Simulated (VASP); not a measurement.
The system is Sb2P3H.

```
CELL_PARAMETERS angstrom
3.77379 0.00000 0.00000
0.00000 3.77379 0.00000
0.00000 0.00000 9.39320
ATOMIC_POSITIONS crystal
Sb 0.50000 0.50000 0.18643
Sb 0.50000 0.50000 0.81357
H 0.50000 0.50000 0.50000
P 0.00000 0.50000 0.16363
P 0.50000 0.00000 0.83637
P 0.00000 0.00000 0.00000
```

The cell was generated, and may not be a known phase.

| Item | Value |
| --- | --- |
| Program | VASP 6.6.1 |
| Task | relaxation of cell and atoms |
| Functional | PBE |
| Potentials or basis | VASP PAW PBE potentials, release 64 (Sb, H, P) |
| Cutoff | 600 eV |
| k mesh | 4 × 4 × 2 |
| Occupations | gaussian, width 0.1 eV |
| Spin | no spin polarisation |

At the start: pressure 55.8 GPa; volume 22.30 Å³/atom.

Task: How do energy, volume and symmetry change on relaxing?

Result: Over 34 steps the energy falls by 3272.2 meV/atom and the volume is 26.63 Å³/atom (+19.4 %); space group P-4m2 (No. 115, to 0.1 Å) before, P4/mmm (No. 123, to 0.1 Å).

The path:
```tsv
step	energy change (eV)	largest force (eV/Å)	pressure (GPa)	volume (Å³)
1	0.0000	6.2927	55.81	133.77
2	-12.4692	0.3948	-6.60	328.92
3	-15.7169	1.2839	-2.17	225.21
4	-15.7221	1.1910	-3.04	231.09
5	-15.7257	1.2369	-2.61	228.10
6	-16.6320	1.2471	-2.88	212.39
7	-18.7318	1.1548	-0.28	165.16
8	-18.7194	1.1148	0.29	162.61
9	-18.7296	1.1360	-0.01	163.89
10	-18.9478	0.9698	0.98	160.29
11	-19.2000	0.6528	3.25	153.15
12	-19.3569	0.4630	1.08	158.48
13	-19.4284	0.3128	-1.19	165.20
14	-19.4292	0.3006	-1.39	165.88
15	-19.4803	0.2614	-1.43	165.40
16	-19.5184	0.0928	-1.32	164.58
17	-19.5453	0.1552	0.14	159.14
18	-19.5454	0.1576	0.19	158.95
19	-19.5531	0.1655	0.18	158.58
20	-19.5565	0.1776	0.18	158.11
21	-19.5639	0.1995	0.00	158.72
22	-19.5863	0.2407	-0.44	160.56
23	-19.6020	0.1373	-1.26	164.25
24	-19.6040	0.1634	-1.00	163.04
25	-19.6071	0.1514	-0.96	162.96
26	-19.6145	0.1139	-0.84	162.71
27	-19.6210	0.0907	-0.59	162.21
28	-19.6244	0.0903	-0.47	161.73
29	-19.6309	0.0915	-0.09	160.29
30	-19.6265	0.1040	0.71	157.43
31	-19.6320	0.0935	0.15	159.40
32	-19.6327	0.0586	0.08	159.56
33	-19.6331	0.0411	-0.05	159.85
34	-19.6333	0.0387	-0.02	159.77
```

Final structure:
```cif
data_structure
_symmetry_space_group_name_H-M 'P 1'
_symmetry_Int_Tables_number 1
_cell_length_a 4.7697
_cell_length_b 4.7697
_cell_length_c 7.0229
_cell_angle_alpha 90.000
_cell_angle_beta 90.000
_cell_angle_gamma 90.000
_cell_volume 159.77
loop_
_atom_site_label
_atom_site_type_symbol
_atom_site_fract_x
_atom_site_fract_y
_atom_site_fract_z
_atom_site_occupancy
Sb1 Sb 0.50000 0.50000 0.21790 1
Sb2 Sb 0.50000 0.50000 0.78210 1
H1 H 0.50000 0.50000 0.50000 1
P1 P 0.00000 0.50000 0.00308 1
P2 P 0.50000 0.00000 0.99692 1
P3 P 0.00000 0.00000 0.00000 1
```

Caveat: the k points lie up to 0.45 Å⁻¹ apart in the final cell, too coarse for converged energies and pressures of a metal; the volume moved by over 15 % at a fixed basis, so the end points are rough.
